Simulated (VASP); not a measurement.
BAs:

```xyz
2
Lattice="0.0000 2.3397 2.3397 2.3397 0.0000 2.3397 2.3397 2.3397 0.0000" Properties=species:S:1:pos:R:3 pbc="T T T"
As    3.5096    3.5096    3.5096
B     0.0000    0.0000    0.0000
```

Base run:

| Quantity | Value |
| --- | --- |
| Program | VASP 6.6.1 |
| Functional | RPBE |
| Dispersion | D4 |
| Potentials or basis | VASP PAW PBE potentials, release 64 (As, B) |
| Cutoff | 520 eV |
| k mesh | 10 × 10 × 10 |
| Occupations | fermi-dirac, width 0.05 eV |
| Spin | no spin polarisation |

Its results: band gap on the k mesh 1.13 eV, indirect (least direct gap 3.35 eV); pressure 4.9 GPa.

Task: The run is repeated on the same cell with these changes: functional from RPBE to revPBE; dispersion from D4 to D3(BJ). What comes out?

Result: Band gap on the k mesh 1.12 eV, indirect (least direct gap 3.35 eV); pressure 7.0 GPa.

Several settings changed at once, so the effect can't be laid on one alone.

Caveats: the PAW data sets were made with another functional, which shifts forces and pressure a little.

A k mesh can miss the band edges.
